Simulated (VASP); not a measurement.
**Be2H: single point with PBE**

The system is Be2H.

```
Be H
1.0
     3.55817   -0.01830    0.00432
     1.36542    3.39643   -0.02561
     1.47499    0.87425    3.47674
Be H
4 2
Direct
  0.48333 0.83749 0.79888
  0.18811 0.70867 0.44072
  0.51667 0.16251 0.20112
  0.81189 0.29133 0.55928
  0.14963 0.56672 0.14648
  0.85037 0.43328 0.85352
```

The cell was built from a structure type or drawn by symmetry, and may not be a known phase.

* Program: VASP 6.6.1
* Task: single point
* Functional: PBE
* Potentials or basis: VASP PAW PBE potentials, release 64 (Be, H)
* Cutoff: 600 eV
* k mesh: 6 × 6 × 6
* Occupations: gaussian, width 0.1 eV
* Spin: no spin polarisation
* Dipole correction: no
* Further INCAR settings: ALGO = Normal; EDIFF = 1e-06; NBANDS = 14

```json
{
  "Pressure": "0.1 GPa",
  "Largest force": "0.026 eV/Å",
  "Band gap on the k mesh": "zero (bands 5 and 6 overlap by 3.66 eV)"
}
```

Forces in eV/Å, atoms in the order of the input:
```
Be  -0.008 -0.004 -0.003
Be  -0.008  0.009  0.000
Be   0.008  0.004  0.003
Be   0.008 -0.009  0.000
H   -0.022 -0.008  0.011
H    0.022  0.008 -0.011
```

Stress tensor (GPa, compression positive):
```
 0.14  0.20 -0.04
 0.20 -0.01  0.11
-0.04  0.11  0.09
```

Levels at points of the mesh, in eV from the Fermi level:
```
           k point  band 1  band 2  band 3  band 4  band 5  band 6  band 7  band 8  band 9  band 10
(0.00, 0.00, 0.00)  -11.85   -4.60   -3.41   -0.72    0.71    1.40    1.88    3.53    4.64     5.09
(0.50, 0.00, 0.00)   -9.50   -8.57   -4.48   -1.84   -0.17    1.50    2.55    2.64    5.32     6.31
(0.00, 0.50, 0.00)  -10.41   -7.40   -4.95   -1.32   -0.07    1.06    2.38    3.85    6.59     7.14
(0.50, 0.50, 0.00)   -8.54   -8.16   -4.46   -3.51   -2.61   -2.58    6.22    6.58    7.85     8.16
(0.00, 0.00, 0.50)  -10.06   -8.92   -3.37   -1.20    0.23    0.73    3.55    4.74    5.83     6.89
(0.50, 0.00, 0.50)   -9.09   -7.70   -5.63   -3.70   -2.89    1.64    4.62    6.68    7.84     8.65
(0.00, 0.50, 0.50)   -9.02   -8.19   -5.50   -3.87   -2.58    1.99    6.23    6.42    7.03     9.06
(0.50, 0.50, 0.50)   -9.38   -7.01   -4.70   -3.36   -1.95   -0.95    1.66    1.95    8.07     8.64
```

It took 39 s on 1 thread of Intel(R) Xeon(R) Platinum 8375C CPU @ 2.90GHz (Ice Lake), with other jobs on the host, peak memory 0.21 GiB.
